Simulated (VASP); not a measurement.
Write the native input for VASP 6.6.1 that does the following.

```
Task                   : single point
Functional             : LDA
Potentials or basis    : VASP PAW LDA potentials, release 64 (Y_sv, Mg)
Cutoff                 : 520 eV
k mesh                 : 9 × 9 × 6
Occupations            : gaussian, width 0.1 eV
Spin                   : no spin polarisation
Dipole correction      : no
Further INCAR settings : ALGO = Fast; EDIFF = 1e-07; NBANDS = 38
```

The structure of Y5Mg lies in POSCAR:

```
Y5Mg
1.0
    6.0000069250      0.0000000000      0.0000000000
   -3.0000034625      5.1961584199      0.0000000000
    0.0000000000      0.0000000000      5.4412273109
Y Mg
5 1
Direct
    0.6785846047      0.0000000000      0.5000000000
    0.3214153953      0.3214153953      0.5000000000
    0.0000000000      0.6785846047      0.5000000000
    0.6666666667      0.3333333333      0.0000000000
    0.3333333333      0.6666666667      0.0000000000
    0.0000000000      0.0000000000      0.0000000000
```

These files were run (other wordings do the same):

INCAR

```
SYSTEM = Y5Mg
PREC = Accurate
ENCUT = 520
EDIFF = 1E-7
ISMEAR = 0
SIGMA = 0.1
LREAL = .False.
LASPH = .True.
NELM = 100
ALGO = Fast
ISIF = 2
LWAVE = .False.
LCHARG = .False.
NBANDS = 38
```

KPOINTS

```
Automatic mesh
0
Gamma
  9 9 6
  0 0 0
```

Potentials or basis: VASP PAW LDA potentials, release 64 (Y_sv, Mg).

Launch:

```bash
$ cat potpaw_LDA.64/Y_sv/POTCAR potpaw_LDA.64/Mg/POTCAR > POTCAR
$ mpirun -np 1 vasp_std > vasp.out
```

Results of the run:

| Quantity | Value |
| --- | --- |
| Pressure | -0.2 GPa |
| Band gap on the k mesh | zero (an odd number of electrons rules out a gap without spin polarisation) |

It took 11 min on 1 thread of Intel(R) Xeon(R) Platinum 8259CL CPU @ 2.50GHz (Skylake/Cascade Lake), on a shared host, peak memory 0.41 GiB.
